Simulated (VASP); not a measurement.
Pb: single point with r2SCAN

Pb:

```
CELL_PARAMETERS angstrom
0.00000 2.47890 2.47890
2.47890 0.00000 2.47890
2.47890 2.47890 0.00000
ATOMIC_POSITIONS crystal
Pb 0.00000 0.00000 0.00000
```

* Program: VASP 6.6.1
* Task: single point
* Functional: r2SCAN
* Potentials or basis: VASP PAW PBE potentials, release 64 (Pb_d)
* Cutoff: 520 eV
* k mesh: 20 × 20 × 20
* Occupations: fermi-dirac, width 0.05 eV
* Spin: no spin polarisation
* Dipole correction: no
* Further INCAR settings: ALGO = Normal; EDIFF = 1e-06; NBANDS = 13

| Property | Result |
| --- | --- |
| Pressure | 1.0 GPa |
| Band gap on the k mesh | zero (bands 7 and 8 overlap by 9.38 eV) |

Levels at points of the mesh, in eV from the Fermi level:
```tsv
k point	band 5	band 6	band 7	band 8	band 9	band 10
(0.00, 0.00, 0.00)	-17.63	-12.32	7.64	7.64	7.64	10.35
(0.50, 0.00, 0.00)	-17.49	-8.53	-4.41	5.72	5.72	9.90
(0.50, 0.50, 0.00)	-17.45	-7.04	-3.50	2.06	2.06	5.85
```

Run time: 5.3 min on 1 thread of Intel(R) Xeon(R) Platinum 8124M CPU @ 3.00GHz (Skylake/Cascade Lake), with other jobs on the host, peak memory 0.24 GiB.

Caveat: the PAW data sets were made with another functional, which shifts forces and pressure a little; spin-orbit coupling is left out, which moves the levels of the heavy elements.
